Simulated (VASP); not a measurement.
Wanted: the native input for a VASP 6.6.1 run.

- Task: single point
- Functional: PBE
- Potentials or basis: VASP PAW PBE potentials, release 64 (Ti_sv, C)
- Cutoff: 520 eV
- k mesh: 9 × 7 × 1
- Occupations: gaussian, width 0.1 eV
- Spin: no spin polarisation
- Dipole correction: yes
- Further INCAR settings: ALGO = Normal; EDIFF = 1e-06; NBANDS = 34

The structure of Ti4C lies in POSCAR:

```
Ti4C
1.0
    2.9076478547      0.0000000000      0.0000000000
    0.0000000000      4.1120350307      0.0000000000
    0.0000000000      0.0000000000     19.6538060989
Ti C
4 1
Direct
    0.5000000000      0.5000000000      0.2035229197
    0.0000000000      0.0000000000      0.2774945423
    0.5000000000      0.5000000000      0.3439527020
    0.0000000000      0.0000000000      0.4148716059
    0.3333333333      0.2000000000      0.4733569454
```

The input as run:

INCAR

```
PREC = Accurate
ENCUT = 520
EDIFF = 1E-6
ISMEAR = 0
SIGMA = 0.1
LREAL = F
LASPH = T
NELM = 60
ALGO = Normal
ISIF = 2
LWAVE = F
LCHARG = F
LDIPOL = T
IDIPOL = 3
DIPOL = 0.5 0.5 0.343
GGA = PE
NBANDS = 34
```

KPOINTS

```
regular mesh
0
Gamma
  9 7 1
```

Potentials or basis: VASP PAW PBE potentials, release 64 (Ti_sv, C).

The run is started by

```bash
$ cat potpaw_PBE.64/Ti_sv/POTCAR potpaw_PBE.64/C/POTCAR > POTCAR
$ mpirun -np 1 vasp_std > vasp.out
```

Results of the run:

| Item | Value |
| --- | --- |
| Largest force | 3.279 eV/Å |
| Band gap on the k mesh | zero (bands 26 and 27 overlap by 0.19 eV) |

It took 12 min on 1 thread of AMD EPYC 7R43 64-Core Processor (Zen 3) (shared host), peak memory 0.4 GiB.
